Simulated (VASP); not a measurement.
# Na (Pm-3n) in VASP: notebook

Runs on Na. Level: r2SCAN. Tasks: single point.

All numbers are computed with VASP 6.6.1; they aren't measurements. Logs are shortened: lines on timing, memory, paths and dates and some standing lists are left out, and cuts for length are marked.

## (1) The cell of the first run

The structure is cubic, space group Pm-3n (No. 223). The conventional cell has a = 6.697 Å, b = 6.697 Å, c = 6.697 Å, α = 90.00°, β = 90.00°, γ = 90.00°. Na (site symmetry m-3) has 12 Na at 3.74 Å within 4.9 Å. Within 4.4 Å of Na (site symmetry -4m2) lie 14 Na at 3.35 to 4.10 Å.

## (2) Single point, r2SCAN

File POSCAR:

```
Na
1.0
    6.6966880000      0.0000000000      0.0000000000
    0.0000000000      6.6966880000      0.0000000000
    0.0000000000      0.0000000000      6.6966880000
Na
8
Direct
    0.0000000000      0.0000000000      0.0000000000
    0.5000000000      0.2500000000      0.0000000000
    0.5000000000      0.7500000000      0.0000000000
    0.0000000000      0.5000000000      0.2500000000
    0.2500000000      0.0000000000      0.5000000000
    0.7500000000      0.0000000000      0.5000000000
    0.5000000000      0.5000000000      0.5000000000
    0.0000000000      0.5000000000      0.7500000000
```

File INCAR.step1:

```
ALGO = Normal ; EDIFF = 1E-4
ENCUT = 520 ; GGA = PE
ISMEAR = 0 ; LASPH = T
LCHARG = F ; LREAL = F
LWAVE = T ; NBANDS = 38
NELM = 100 ; PREC = Accurate
SIGMA = 0.1
```

File INCAR.step2:

```
ALGO = Normal ; EDIFF = 1E-7
ENCUT = 520 ; ISIF = 2
ISMEAR = 0 ; ISTART = 1
LASPH = T ; LCHARG = F
LMIXTAU = T ; LREAL = F
LWAVE = F ; METAGGA = R2SCAN
NBANDS = 38 ; NELM = 100
PREC = Accurate ; SIGMA = 0.1
```

File KPOINTS:

```
k-points
0
Gamma
  4 4 4
```

Potentials or basis: VASP PAW PBE potentials, release 64 (Na_pv).

Run with:

```
> cat potpaw_PBE.64/Na_pv/POTCAR > POTCAR
> cp INCAR.step1 INCAR
> mpirun -np 1 vasp_std > vasp.out
> cp INCAR.step2 INCAR
> mpirun -np 1 vasp_std > vasp.out
```

OUTCAR:

```text
EDIFF = 1E-7
   ENCUT = 520
   ISIF = 2
   ISMEAR = 0
   ISTART = 1
   LASPH = T
   LREAL = F
   METAGGA = R2SCAN
   NELM = 100
   PREC = Accurate

 ion  position               nearest neighbor table
   1  0.000  0.000  0.000-
   2  0.500  0.250  0.000-
   3  0.500  0.750  0.000-
   4  0.000  0.500  0.250-
   5  0.250  0.000  0.500-
   6  0.750  0.000  0.500-
   7  0.500  0.500  0.500-
   8  0.000  0.500  0.750-

  LATTYP: Found a simple cubic cell.
 ALAT       =     6.6966880000

  Lattice vectors:

 A1 = (   6.6966880000,   0.0000000000,   0.0000000000)
 A2 = (   0.0000000000,   6.6966880000,   0.0000000000)
 A3 = (   0.0000000000,   0.0000000000,   6.6966880000)

Analysis of symmetry for initial positions (statically):
=====================================================================
 Subroutine PRICEL returns:
 Original cell was already a primitive cell.

 Routine SETGRP: Setting up the symmetry group for a
 simple cubic supercell.

 Subroutine GETGRP returns: Found 48 space group operations
 (whereof 24 operations were pure point group operations)
 out of a pool of 48 trial point group operations.

The static configuration has the point symmetry T_h .
 The point group associated with its full space group is O_h .

Analysis of symmetry for dynamics (positions and initial velocities):
=====================================================================
 Subroutine PRICEL returns:
 Original cell was already a primitive cell.

 Routine SETGRP: Setting up the symmetry group for a
 simple cubic supercell.

 Subroutine GETGRP returns: Found 48 space group operations
 (whereof 24 operations were pure point group operations)
 out of a pool of 48 trial point group operations.

The dynamic configuration has the point symmetry T_h .
 The point group associated with its full space group is O_h .

 Subroutine INISYM returns: Found 48 space group operations
 (whereof 24 operations are pure point group operations),
 and found     1 'primitive' translations

----------------------------------------------------------------------------------------

                                     Primitive cell

  volume of cell :     300.3172

  direct lattice vectors                    reciprocal lattice vectors
     6.696688000  0.000000000  0.000000000     0.149327548  0.000000000  0.000000000
     0.000000000  6.696688000  0.000000000     0.000000000  0.149327548  0.000000000
     0.000000000  0.000000000  6.696688000     0.000000000  0.000000000  0.149327548

  length of vectors
     6.696688000  6.696688000  6.696688000     0.149327548  0.149327548  0.149327548

  position of ions in fractional coordinates (direct lattice)
     0.000000000  0.000000000  0.000000000
     0.500000000  0.250000000  0.000000000
     0.500000000  0.750000000  0.000000000
     0.000000000  0.500000000  0.250000000
     0.250000000  0.000000000  0.500000000
     0.750000000  0.000000000  0.500000000
     0.500000000  0.500000000  0.500000000
     0.000000000  0.500000000  0.750000000

  ion indices of the primitive-cell ions
   primitive index   ion index
                 1           1
                 2           2
                 3           3
                 4           4
                 5           5
                 6           6
                 7           7
                 8           8

----------------------------------------------------------------------------------------

 KPOINTS: k-points

Automatic generation of k-mesh.
 Grid dimensions read from file:
 generate k-points for:    4    4    4

 Generating k-lattice:

  Cartesian coordinates                     Fractional coordinates (reciprocal lattice)
     0.037331887  0.000000000  0.000000000     0.250000000  0.000000000  0.000000000
     0.000000000  0.037331887  0.000000000     0.000000000  0.250000000  0.000000000
     0.000000000  0.000000000  0.037331887     0.000000000  0.000000000  0.250000000

  Length of vectors
     0.037331887  0.037331887  0.037331887

  Shift w.r.t. Gamma in fractional coordinates (k-lattice)
     0.000000000  0.000000000  0.000000000

 Subroutine IBZKPT returns following result:
 ===========================================

 Found     10 irreducible k-points:

 Following reciprocal coordinates:
            Coordinates               Weight
  0.000000  0.000000  0.000000      1.000000
  0.250000  0.000000  0.000000      6.000000
  0.500000  0.000000  0.000000      3.000000
  0.250000  0.250000  0.000000     12.000000
  0.500000  0.250000  0.000000     12.000000
  0.500000  0.500000  0.000000      3.000000
  0.250000  0.250000  0.250000      8.000000
  0.500000  0.250000  0.250000     12.000000
  0.500000  0.500000  0.250000      6.000000
  0.500000  0.500000  0.500000      1.000000
   k-points           NKPTS =     10   k-points in BZ     NKDIM =     10   number of bands    NBANDS=     38
   number of dos      NEDOS =    301   number of ions     NIONS =      8
   total plane-waves  NPLWV = 125000
   dimension x,y,z NGX =    50 NGY =   50 NGZ =   50
   dimension x,y,z NGXF=   100 NGYF=  100 NGZF=  100
   ions per type =               8
   NGX,Y,Z   is equivalent  to a cutoff of  12.41, 12.41, 12.41 a.u.
   NGXF,Y,Z  is equivalent  to a cutoff of  24.83, 24.83, 24.83 a.u.
 SYSTEM =  unknown system
   PREC   = accura    normal or accurate (medium, high low for compatibility)
   ISTART =      1    job   : 0-new  1-cont  2-samecut
   ICHARG =      0    charge: 1-file 2-atom 10-const
   ISPIN  =      1    spin polarized calculation?
   LNONCOLLINEAR =      F non collinear calculations
   LSORBIT =      F    spin-orbit coupling
   LASPH  =      T    aspherical Exc in radial PAW
   ENCUT  =  520.0 eV  38.22 Ry    6.18 a.u.  12.45 12.45 12.45*2*pi/ulx,y,z
   NELM   =    100;   NELMIN=  2; NELMDL=  0     # of ELM steps
   EDIFF  = 0.1E-06   stopping-criterion for ELM
   LREAL  =      F    real-space projection
   EDIFFG = 0.1E-05   stopping-criterion for IOM
   NSW    =      0    number of steps for IOM
   IBRION =     -1    ionic relax: 0-MD 1-quasi-New 2-CG
   NFREE  =      0    steps in history (QN), initial steepest desc. (CG)
   ISIF   =      2    stress and relaxation
   ISYM   =      2    0-nonsym 1-usesym 2-fastsym
   POTIM  = 0.5000    time-step for ionic-motion
   TEBEG  =    0.0;   TEEND  =   0.0 temperature during run
   PSTRESS=    0.0 pullay stress
   NELECT =      56.0000    total number of electrons
   NUPDOWN=      -1.0000    fix difference up-down
   EMIN   =  10.00;   EMAX   =-10.00  energy-range for DOS
   EFERMI =   0.00;   METHOD = LEGACY
   ISMEAR =     0;   SIGMA  =   0.10  broadening in eV -4-tet -1-fermi 0-gaus
   EFERMI_NEDOS =   21; number of points for ismear=-14 and -15
   IALGO  =     38    algorithm
   IMIX   =      4    mixing-type and parameters
     AMIX     =   0.40;   BMIX     =  1.00
     AMIX_MAG =   1.60;   BMIX_MAG =  1.00
  volume/ion in A,a.u.               =      37.54       253.33
  Fermi-wavevector in a.u.,A,eV,Ry     =   0.935285  1.767433 11.901813  0.874759
  Thomas-Fermi vector in A             =   2.062177
   LORBIT       =      0    0 simple, 1 ext, 2 COOP (PROOUT), +10 PAW based schemes
   METAGGA = R2SCAN    functional components
   LHFCALC =     F    Hartree Fock is set to
   AEXX    =    0.0000 exact exchange contribution
   IVDW    =     0    specifies the selected vdW correction
   LEPSILON=     F    determine dielectric tensor
   LRPA    =     F    only Hartree local field effects (RPA)
 non-spin polarized calculation
 Gauss-broadening in eV      SIGMA  =   0.10
  energy-cutoff  :      520.00
  volume of cell :      300.32
 maximum number of plane-waves:      8217
 NGX is ok and might be reduce to    50
   NGX = 25   NGY = 25   NGZ = 25

 number of electron      55.9999801 magnetization

 Free energy of the ion-electron system (eV)
  ---------------------------------------------------
  ext. energy  EPLUGINS =         0.00000000
  ---------------------------------------------------
  free energy    TOTEN  =       -28.39053211 eV

  energy without entropy =      -28.38227346  energy(sigma->0) =      -28.38640279

 E-fermi :   0.4585     XC(G=0):  -6.8824

 val. band max:        0.3273392712   @ k =   0.0000   0.0000   0.0000
 cond. band min:       0.5327845213   @ k =   0.0000   0.0000   0.0000
 fundamental gap:      0.2054452501
 Fermi energy:         0.4585049791

 k-point     1 :       0.0000    0.0000    0.0000
  band No.  band energies     occupation
      1     -25.7949      2.00000
      2     -25.7949      2.00000
      3     -25.7909      2.00000
      4     -25.7543      2.00000
      5     -25.7543      2.00000
      6     -25.7543      2.00000
[... 30 lines left out ...]
     37       3.6496      0.00000
     38       3.8401      0.00000

 k-point     2 :       0.2500    0.0000    0.0000
  band No.  band energies     occupation
      1     -25.7949      2.00000
      2     -25.7933      2.00000
      3     -25.7853      2.00000
      4     -25.7539      2.00000
      5     -25.7539      2.00000
      6     -25.7505      2.00000
[... 30 lines left out ...]
     37       4.0567      0.00000
     38       4.0567      0.00000

 k-point     3 :       0.5000    0.0000    0.0000
  band No.  band energies     occupation
      1     -25.7943      2.00000
      2     -25.7943      2.00000
      3     -25.7666      2.00000
      4     -25.7666      2.00000
      5     -25.7535      2.00000
      6     -25.7535      2.00000
[... 30 lines left out ...]
     37       4.4135      0.00000
[... 207 lines left out ...]
 k-point     9 :       0.5000    0.5000    0.2500
  band No.  band energies     occupation
      1     -25.7872      2.00000
      2     -25.7685      2.00000
      3     -25.7677      2.00000
      4     -25.7676      2.00000
      5     -25.7676      2.00000
      6     -25.7502      2.00000
[... 30 lines left out ...]
     37       5.4056      0.00000
     38       5.4081      0.00000

 k-point    10 :       0.5000    0.5000    0.5000
  band No.  band energies     occupation
      1     -25.7683      2.00000
      2     -25.7683      2.00000
      3     -25.7683      2.00000
      4     -25.7683      2.00000
      5     -25.7683      2.00000
      6     -25.7683      2.00000
[... 30 lines left out ...]
     37       5.9632      0.00000
     38       5.9632      0.00000

------------------------ aborting loop because EDIFF is reached ----------------------------------------

  FORCE on cell =-STRESS in cart. coord.  units (eV):
  Direction    XX          YY          ZZ          XY          YZ          ZX
  --------------------------------------------------------------------------------------
  -------------------------------------------------------------------------------------
  Total        0.2807583      0.2807583      0.2807583      0.0000000     -0.0000000     -0.0000000
  in kB        1.4978316      1.4978316      1.4978316      0.0000000     -0.0000000     -0.0000000
  external PRESSURE =       1.4978316 kB  Pullay stress =       0.0000000 kB

 VOLUME and BASIS-vectors are now :
 -----------------------------------------------------------------------------
  energy-cutoff  :      520.00
  volume of cell :      300.32
      direct lattice vectors                 reciprocal lattice vectors
     6.696688000  0.000000000  0.000000000     0.149327548  0.000000000  0.000000000
     0.000000000  6.696688000  0.000000000     0.000000000  0.149327548  0.000000000
     0.000000000  0.000000000  6.696688000     0.000000000  0.000000000  0.149327548

 POSITION                                       TOTAL-FORCE (eV/Angst)
 -----------------------------------------------------------------------------------
      0.00000      0.00000      0.00000        -0.000000      0.000000      0.000000
      3.34834      1.67417      0.00000        -0.000000     -0.000000     -0.000000
      3.34834      5.02252      0.00000         0.000000      0.000000      0.000000
      0.00000      3.34834      1.67417        -0.000000      0.000000      0.000000
      1.67417      0.00000      3.34834         0.000000     -0.000000     -0.000000
      5.02252      0.00000      3.34834        -0.000000      0.000000      0.000000
      3.34834      3.34834      3.34834        -0.000000      0.000000      0.000000
      0.00000      3.34834      5.02252        -0.000000     -0.000000     -0.000000
 -----------------------------------------------------------------------------------
    total drift:                                0.000000     -0.000000     -0.000000

  FREE ENERGIE OF THE ION-ELECTRON SYSTEM (eV)
  ---------------------------------------------------
  free  energy   TOTEN  =       -28.3905321067 eV

  energy  without entropy=      -28.3822734642  energy(sigma->0) =      -28.38640279
```

Wall time 5.7 min (1 thread of Intel Xeon Platinum 8488C (Sapphire Rapids), shared host); peak memory 0.4 GiB.

Results:

| Quantity | Value |
| --- | --- |
| Free energy | -28.3905 eV |
| Pressure | 0.1 GPa |
| Band gap on the k mesh | zero (band 28 reaches 1.05 eV, above the bottom of band 29 at -0.44 eV) |

Levels at points of the mesh, in eV from the Fermi level:
| k point | band 24 | band 25 | band 26 | band 27 | band 28 | band 29 | band 30 | band 31 | band 32 | band 33 |
| --- | --- | --- | --- | --- | --- | --- | --- | --- | --- | --- |
| (0.00, 0.00, 0.00) | -26.19 | -3.61 | -0.13 | -0.13 | -0.13 | 0.07 | 0.07 | 0.09 | 3.02 | 3.02 |
| (0.50, 0.00, 0.00) | -26.19 | -2.69 | -2.69 | 0.59 | 0.59 | 0.76 | 0.76 | 0.87 | 0.87 | 1.16 |
| (0.50, 0.50, 0.00) | -26.19 | -1.79 | -1.79 | -1.79 | -1.79 | 1.32 | 1.43 | 1.43 | 1.43 | 1.97 |
| (0.50, 0.50, 0.50) | -26.19 | -0.90 | -0.90 | -0.90 | -0.90 | -0.90 | -0.90 | -0.90 | -0.90 | 5.48 |

Caveat: the PAW data sets were made with another functional, which shifts forces and pressure a little.

[end of part 1 of 2]
